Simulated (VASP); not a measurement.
## CuO: single point with PBEsol

The system is CuO.

```
Cu O
1.0
     1.99097   -2.15355    0.00000
     1.99097    2.15355    0.00000
     0.00000    0.00000    5.15593
Cu O
2 2
Direct
  0.50000 0.00000 0.00000
  0.00000 0.50000 0.50000
  0.50000 0.50000 0.25000
  0.50000 0.50000 0.75000
```

| Item | Value |
| --- | --- |
| Program | VASP 6.6.1 |
| Task | single point |
| Functional | PBEsol |
| Potentials or basis | VASP PAW PBE potentials, release 64 (Cu, O) |
| Cutoff | 520 eV |
| k mesh | 5 × 5 × 3 |
| Occupations | fermi-dirac, width 0.03 eV |
| Spin | no spin polarisation |

```json
{
 "Pressure": "-5.6 GPa",
 "Band gap on the k mesh": "zero (band 17 reaches 5.31 eV, above the bottom of band 18 at 4.59 eV)"
}
```

Stress tensor (GPa, compression positive):
```
-4.32  0.00  0.00
 0.00 -5.99  0.00
 0.00  0.00 -6.44
```

Levels at points of the mesh, in eV from the Fermi level:
```csv
k point,band 13,band 14,band 15,band 16,band 17,band 18,band 19,band 20,band 21,band 22
"(0.00, 0.00, 0.00)",-2.43,-2.41,-2.35,-1.96,0.51,0.70,1.30,5.94,7.19,13.12
```

It took 30 s on 1 thread of Intel(R) Xeon(R) Platinum 8259CL CPU @ 2.50GHz (Skylake/Cascade Lake) (shared host), peak memory 0.16 GiB.

Caveat: the k points lie up to 0.43 Å⁻¹ apart; the PAW data sets were made with another functional, which shifts forces and pressure a little; semilocal functionals often make such compounds metallic where correlation or magnetic order opens a gap, which also shifts bond lengths. With open d or f shells a metallic result of PBEsol can be an artefact of self-interaction; +U or a hybrid may open a gap.
